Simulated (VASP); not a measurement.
Set up this calculation in VASP 6.6.1, as the native input.

- Task: relaxation of cell and atoms
- Functional: PBE
- Potentials or basis: VASP PAW PBE potentials, release 64 (Mg, Cd, S)
- Cutoff: 600 eV
- k mesh: 3 × 3 × 3
- Occupations: gaussian, width 0.2 eV
- Spin: no spin polarisation
- Dipole correction: no
- Further INCAR settings: ALGO = Normal; EDIFF = 1e-07; IBRION = 2; EDIFFG = -0.08; NSW = 36; ISIF = 3

The structure of Mg4CdS3 lies in POSCAR:

```
Mg4CdS3
1.0
    5.5274784900      0.0000000000      0.0000000000
    0.0000000000      5.5274784900      0.0000000000
    0.0000000000      0.0000000000      5.5274784900
Mg Cd S
4 1 3
Direct
    0.0000000000      0.5000000000      0.5000000000
    0.5000000000      0.0000000000      0.5000000000
    0.5000000000      0.5000000000      0.0000000000
    0.0000000000      0.0000000000      0.0000000000
    0.5000000000      0.5000000000      0.5000000000
    0.5000000000      0.0000000000      0.0000000000
    0.0000000000      0.5000000000      0.0000000000
    0.0000000000      0.0000000000      0.5000000000
```

The input as run:

INCAR

```
ALGO = Normal
EDIFF = 1E-7
EDIFFG = -0.08
ENCUT = 600
GGA = PE
GGA_COMPAT = False
IBRION = 2
ISIF = 3
ISMEAR = 0
LASPH = True
LCHARG = False
LREAL = False
LWAVE = False
NELM = 120
NELMIN = 4
NSW = 36
PREC = Accurate
SIGMA = 0.2
```

KPOINTS

```
k-points
0
Gamma
  3 3 3
```

Potentials or basis: VASP PAW PBE potentials, release 64 (Mg, Cd, S).

The run is started by

```sh
$ cat potpaw_PBE.64/Mg/POTCAR potpaw_PBE.64/Cd/POTCAR potpaw_PBE.64/S/POTCAR > POTCAR
$ mpirun -np 1 vasp_std > vasp.out
```

Results of the run:

```
Relaxed volume                         : 20.06 Å³/atom
Relaxed cell                           : a = 5.434 Å, b = 5.434 Å, c = 5.434 Å, α = 90.00°, β = 90.00°, γ = 90.00°
Space group after relaxing (to 0.05 Å) : Pm-3m (No. 221)
Energy gained by relaxing              : 9.7 meV/atom
Ionic steps                            : 2
Pressure after relaxing                : -0.2 GPa
Band gap on the k mesh                 : zero (band 19 reaches 4.91 eV, above the bottom of band 20 at 4.29 eV)
```

Caveat: the k points lie up to 0.39 Å⁻¹ apart in the final cell.

Wall time 28 s on 1 thread of Intel(R) Xeon(R) 6975P-C (Granite Rapids) (shared host), peak memory 0.34 GiB.
